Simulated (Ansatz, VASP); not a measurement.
## Mo in VASP and in Ansatz

File INCAR:

```
PREC = Accurate
ENCUT = 520
EDIFF = 1E-7
ISMEAR = 0
SIGMA = 0.15
LREAL = F
LASPH = T
NELM = 60
ALGO = Fast
ISIF = 2
LWAVE = F
LCHARG = T
GGA = PE
LELF = T
LVHAR = T
NBANDS = 13
```

File KPOINTS:

```
regular mesh
0
Gamma
  20 20 20
```

Contents of POSCAR:

```
Mo
1.0
   -1.4011015620      1.8751673924      1.4643893503
    1.4011015620     -1.8751673924      1.4643893503
    1.4011015620      1.8751673924     -1.4643893503
Mo
1
Direct
    0.0000000000      0.0000000000      0.0000000000
```

Input for Ansatz:

```yaml
crystal:
  lattice:
    - [-1.401101562, 1.8751673924, 1.4643893503]
    - [1.401101562, -1.8751673924, 1.4643893503]
    - [1.401101562, 1.8751673924, -1.4643893503]
  atoms:
    - { symbol: Mo, position: [0.0, 0.0, 0.0] }
basis:
  ecutwfc: 420
kpoints:
  mp_grid: { grid: [20, 20, 20] }
hamiltonian:
  xc: pbe
scf:
  occupations: { method: gaussian, width: 0.15 }
output:
  forces: true
  stress: true
  eigenvalues: true
```

Change from the starting cell: strain +e along x and -e along y -0.1500, strain +e along z and -e/2 along x and y -0.0733.

Alike in both runs: task single point; functional PBE; k mesh 20 × 20 × 20; occupations gaussian, width 0.15 eV; no spin polarisation.

|  | VASP | Ansatz |
| --- | --- | --- |
| version | VASP 6.6.1 | Ansatz 0.2.0 |
| potentials or method | VASP PAW PBE potentials, release 64 (Mo_sv), cutoff 520 eV | scalar-relativistic, plane waves, PAW |
| valence electrons in the cell | 14 | 14 |

VASP gave:

| Item | Value |
| --- | --- |
| gap on the k mesh at the Fermi level (eV) | none |
| pressure (GPa) | 11.4 |
| traceless stress, the component that is largest in VASP (GPa) | -10.16 |

Q: Estimate Ansatz's values.

A: gap on the k mesh at the Fermi level (eV): none; pressure (GPa): 10.9; traceless stress, the component that is largest in VASP (GPa): -10.17.

A gap of «none» marks a metal or a gap that the smearing closes.
